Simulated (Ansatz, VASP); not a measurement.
# Two plane-wave programs on CsPbCl3

```xyz
5
Lattice="5.6050 0.0000 0.0000 0.0000 5.6050 0.0000 0.0000 0.0000 5.6050" Properties=species:S:1:pos:R:3 pbc="T T T"
Pb    2.8025    2.8025    2.8025
Cs    0.0000    0.0000    0.0000
Cl    2.8025    0.0000    2.8025
Cl    0.0000    2.8025    2.8025
Cl    2.8025    2.8025    0.0000
```

Alike in both runs: task relaxation of cell and atoms; functional LDA; k mesh 5 × 5 × 5; occupations fermi-dirac, width 0.05 eV; no spin polarisation.

|  | VASP | Ansatz |
| --- | --- | --- |
| version | VASP 6.6.1 | Ansatz 0.2.0 |
| potentials or method | VASP PAW LDA potentials, release 64 (Pb_d, Cs_sv, Cl) | Ansatz PAW |
| plane-wave cutoff (eV) | 600 | 420 |
| valence electrons in the cell | 44 | 44 |

|  | VASP | Ansatz | Ansatz less VASP |
| --- | --- | --- | --- |
| gap on the k mesh at the Fermi level, each at its own relaxed structure (eV) | 2.68 | 2.69 | +0.012 |
| relaxed volume (Å³/atom) | 33.66 | 33.54 | -0.129 |
| relaxed cell length with the largest relative difference (Å) | 5.521 | 5.514 | -0.0070 |

LDA's correlation is that of Perdew and Zunger in VASP and of Perdew and Wang (1992) in Ansatz.

Spin-orbit coupling is off throughout. Noted on Ansatz's run: odd divisions of the mesh miss points on the zone boundary, where band edges often lie, so the gap on the mesh can be too wide; the plane-wave basis is chosen anew once the cell has moved, so the energies of steps on either side of that aren't comparable.
